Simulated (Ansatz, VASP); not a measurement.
# Ge in VASP and in Ansatz

INCAR

```
PREC = Accurate
ENCUT = 520
EDIFF = 1E-7
ISMEAR = 0
SIGMA = 0.15
LREAL = F
LASPH = T
NELM = 100
ALGO = Normal
ISIF = 2
LWAVE = F
LCHARG = F
GGA = PS
NBANDS = 36
```

File KPOINTS:

```
Automatic mesh
0
Gamma
  12 12 8
```

POSCAR

```
Ge
1.0
    3.7970528728      0.0000000000      0.0000000000
   -1.8985264364      3.2883442473      0.0000000000
    0.0000000000      0.0000000000      6.2493425316
Ge
4
Direct
    0.0000000000      0.0000000000      0.0711500000
    0.0000000000      0.0000000000      0.5711500000
    0.2938290112      0.6666666667      0.8211500000
    0.6666666667      0.3333333333      0.3211500000
```

Input for Ansatz:

```yaml
crystal:
  lattice:
    - [3.7970528728, 0.0, 0.0]
    - [-1.8985264364, 3.2883442473, 0.0]
    - [0.0, 0.0, 6.2493425316]
  atoms:
    - { symbol: Ge, position: [0.0, 0.0, 0.07115] }
    - { symbol: Ge, position: [0.0, 0.0, 0.57115] }
    - { symbol: Ge, position: [0.2938290112, 0.6666666667, 0.82115] }
    - { symbol: Ge, position: [0.6666666667, 0.3333333333, 0.32115] }
basis:
  ecutwfc: 420
kpoints:
  mp_grid: { grid: [12, 12, 8] }
hamiltonian:
  xc: pbesol
scf:
  occupations: { method: gaussian, width: 0.15 }
output:
  forces: true
  stress: true
  eigenvalues: true
  write_density: true
  write_potential: true
  elf: true
  volumetric_format: npy
```

Alike in both runs: task single point; functional PBEsol; k mesh 12 × 12 × 8; occupations gaussian, width 0.15 eV; no spin polarisation.

|  | VASP | Ansatz |
| --- | --- | --- |
| version | VASP 6.6.1 | Ansatz 0.2.0 |
| potentials or method | VASP PAW PBE potentials, release 64 (Ge_d), cutoff 520 eV | scalar-relativistic, plane waves, PAW |
| valence electrons in the cell | 56 | 56 |

|  | VASP | Ansatz | Ansatz less VASP |
| --- | --- | --- | --- |
| gap on the k mesh at the Fermi level (eV) | none | none | - |
| pressure (GPa) | 0.3 | 0.3 | -0.02 |
| traceless stress, the component that is largest in VASP (GPa) | -0.98 | -0.99 | -0.003 |
| rms of the force components (eV/Å) | 0.214 | 0.214 | +0.0003 |

VASP's potentials were made for PBE, not for PBEsol. Atom by atom the forces differ by 0.000 eV/Å (rms over components). A gap of «none» marks a metal or a gap that the smearing closes.
